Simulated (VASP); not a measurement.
LiBe: relaxation of cell and atoms with r2SCAN

LiBe:

```
CELL_PARAMETERS angstrom
0.00000 2.28500 2.28500
2.28500 0.00000 2.28500
2.28500 2.28500 0.00000
ATOMIC_POSITIONS crystal
Li 0.00000 0.00000 0.00000
Be 0.50000 0.50000 0.50000
```

| Property | Result |
| --- | --- |
| Program | VASP 6.6.1 |
| Task | relaxation of cell and atoms |
| Functional | r2SCAN |
| Potentials or basis | VASP PAW PBE potentials, release 64 (Li_sv, Be) |
| Cutoff | 830 eV |
| k mesh | 8 × 8 × 8 |
| Occupations | methfessel-paxton, width 0.1 eV |
| Spin | no spin polarisation |
| Target pressure | 60 GPa |
| Dipole correction | no |
| Further INCAR settings | ALGO = Normal; EDIFF = 1e-07; IBRION = 2; EDIFFG = -0.02; NSW = 80; ISIF = 3 |

```yaml
Relaxed_volume: 6.97 Å³/atom
Relaxed_cell: a = 2.701 Å, b = 2.701 Å, c = 2.701 Å, α = 60.00°, β = 60.00°, γ = 60.00°
Space_group_after_relaxing_to_0.1_Å: Fm-3m (No. 225)
Energy_change_on_relaxing_the_run_minimises_the_enthalpy: +664.9 meV/atom
Ionic_steps: 17
Pressure_after_relaxing: 59.7 GPa
Band_gap_on_the_k_mesh: zero (an odd number of electrons rules out a gap without spin polarisation)
```

Step by step:
| step | energy change (eV) | largest force (eV/Å) | pressure (GPa) | volume (Å³) |
| --- | --- | --- | --- | --- |
| 1 | 0.0000 | 0.0000 | 3.42 | 23.86 |
| 2 | 2.1958 | 0.0000 | 90.91 | 12.07 |
| 3 | 1.4163 | 0.0000 | 63.20 | 13.71 |
| 4 | 1.3161 | 0.0000 | 59.10 | 13.97 |
| 5 | 1.3164 | 0.0000 | 59.11 | 13.97 |
| 6 | 1.3172 | 0.0000 | 59.14 | 13.97 |
| 7 | 1.3172 | 0.0000 | 59.14 | 13.97 |
| 8 | 1.3172 | 0.0000 | 59.14 | 13.97 |
| 9 | 1.3172 | 0.0000 | 59.14 | 13.97 |
| 10 | 1.3173 | 0.0000 | 59.14 | 13.97 |
| 11 | 1.3174 | 0.0000 | 59.15 | 13.97 |
| 12 | 1.3176 | 0.0000 | 59.16 | 13.97 |
| 13 | 1.3180 | 0.0000 | 59.17 | 13.97 |
| 14 | 1.3188 | 0.0000 | 59.21 | 13.96 |
| 15 | 1.3203 | 0.0000 | 59.27 | 13.96 |
| 16 | 1.3235 | 0.0000 | 59.40 | 13.95 |
| 17 | 1.3299 | 0.0000 | 59.67 | 13.93 |

Final structure:
```yaml
crystal:
  lattice:
    - [0.00000, 1.90991, 1.90991]
    - [1.90991, 0.00000, 1.90991]
    - [1.90991, 1.90991, 0.00000]
  atoms:
    - { symbol: Li, position: [0.00000, 0.00000, 0.00000] }
    - { symbol: Be, position: [0.50000, 0.50000, 0.50000] }
```

Levels at points of the mesh, in eV from the Fermi level:
| k point | band 1 | band 2 | band 3 | band 4 | band 5 | band 6 |
| --- | --- | --- | --- | --- | --- | --- |
| (0.00, 0.00, 0.00) | -47.47 | -8.62 | 10.65 | 10.65 | 10.65 | 18.40 |
| (0.50, 0.00, 0.00) | -47.37 | -4.51 | -2.75 | 9.51 | 9.51 | 13.28 |
| (0.50, 0.50, 0.00) | -47.33 | -4.88 | 2.72 | 3.42 | 3.42 | 8.92 |

Run time: 4.9 min on 1 thread of Intel(R) Xeon(R) Platinum 8488C (Sapphire Rapids), with other jobs on the host, peak memory 0.19 GiB.

Caveat: the cell is relaxed towards a set pressure, so the run minimises the enthalpy, not the energy; the volume moved by over 15 % at a fixed basis, so the end points are rough; the PAW data sets were made with another functional, which shifts forces and pressure a little.
